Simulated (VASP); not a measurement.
Be: single point with RPBE

The system is Be.

```
CELL_PARAMETERS angstrom
2.24407 0.00000 0.00000
-1.12204 1.94342 0.00000
0.00000 0.00000 7.13792
ATOMIC_POSITIONS crystal
Be 0.00000 0.00000 0.00000
Be 0.00000 0.00000 0.50000
Be 0.33333 0.66667 0.25000
Be 0.66667 0.33333 0.75000
```

This cell differs from its parent crystal: volume scaled by 0.96.

```
Program                : VASP 6.6.1
Task                   : single point
Functional             : RPBE
Potentials or basis    : VASP PAW PBE potentials, release 64 (Be)
Cutoff                 : 520 eV
k mesh                 : 18 × 18 × 5
Occupations            : fermi-dirac, width 0.1 eV
Spin                   : no spin polarisation
Dipole correction      : no
Further INCAR settings : ALGO = Normal; EDIFF = 1e-06; NBANDS = 12
```

```
Pressure               : 5.2 GPa
Band gap on the k mesh : zero (band 4 reaches 8.17 eV, above the bottom of band 5 at 6.77 eV)
```

Stress tensor (GPa, compression positive):
```
4.66 0.00 0.00
0.00 4.66 0.00
0.00 0.00 6.28
```

Levels at points of the mesh, in eV from the Fermi level:
| k point | band 1 | band 2 | band 3 | band 4 | band 5 | band 6 | band 7 | band 8 |
| --- | --- | --- | --- | --- | --- | --- | --- | --- |
| (0.00, 0.00, 0.00) | -11.70 | -9.55 | -9.53 | -4.80 | 0.74 | 10.36 | 10.36 | 16.46 |
| (0.50, 0.00, 0.00) | -5.19 | -4.21 | -3.85 | -2.89 | 1.09 | 1.10 | 4.13 | 5.87 |

It took 27 s on 1 thread of Intel(R) Xeon(R) Platinum 8375C CPU @ 2.90GHz (Ice Lake) (shared host), peak memory 0.16 GiB.

Caveat: the PAW data sets were made with another functional, which shifts forces and pressure a little.
